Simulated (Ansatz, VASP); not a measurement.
# Ge in VASP and in Ansatz

The input INCAR:

```
ALGO = Normal ; EDIFF = 1E-8
ENCUT = 520 ; GGA = PE
ISIF = 2 ; ISMEAR = -1
LASPH = T ; LCHARG = F
LEFG = T ; LREAL = F
LWAVE = F ; NBANDS = 21
NELM = 60 ; PREC = Accurate
SIGMA = 0.05
```

KPOINTS

```
k-points
0
Gamma
  10 10 10
```

The input POSCAR:

```
Ge
1.0
    0.0141438500      2.8287700000      2.8287700000
    2.8287700000      0.0141438500      2.8287700000
    2.8429138500      2.8429138500      0.0000000000
Ge
2
Direct
    0.5000000000      0.5000000000      0.5000000000
    0.7500000000      0.7500000000      0.7500000000
```

Input for Ansatz:

```yaml
crystal:
  lattice:
    - [0.01414385, 2.82877, 2.82877]
    - [2.82877, 0.01414385, 2.82877]
    - [2.84291385, 2.84291385, 0.0]
  atoms:
    - { symbol: Ge, position: [0.5, 0.5, 0.5] }
    - { symbol: Ge, position: [0.75, 0.75, 0.75] }
kpoints:
  mp_grid: { grid: [10, 10, 10] }
scf:
  occupations: { method: fermi_dirac, width: 0.05 }
hamiltonian:
  xc: pbe
  pseudopotentials: { kind: all_electron, datasets: crystal }
output:
  forces: true
  stress: true
  eigenvalues: true
  efg: { contact_densities: true }
```

Change from the starting cell: xy shear strain of +1 %, crystal datasets.

Alike in both runs: task electric field gradients; functional PBE; k mesh 10 × 10 × 10; occupations fermi-dirac, width 0.05 eV; no spin polarisation.

|  | VASP | Ansatz |
| --- | --- | --- |
| version | VASP 6.6.1 | Ansatz 0.2.0 |
| potentials or method | VASP PAW PBE potentials, release 64 (Ge_d), cutoff 520 eV | all-electron PAW with datasets made for the crystal, scalar-relativistic |

Ansatz gave:

```
pressure (GPa)                                                : 3.7
traceless stress, the component that is largest in VASP (GPa) : -0.86
rms of the force components (eV/Å)                            : 0.054
size of Vzz on the site where it differs most (V/Å²)          : 4.8
```

Which values does VASP return?

Pressure (GPa): 3.6; traceless stress, the component that is largest in VASP (GPa): -0.86; rms of the force components (eV/Å): 0.053; size of Vzz on the site where it differs most (V/Å²): 4.9.

Atom by atom the forces differ by 0.000 eV/Å (rms over components). Ansatz ran all-electron here, and VASP with PAW potentials.
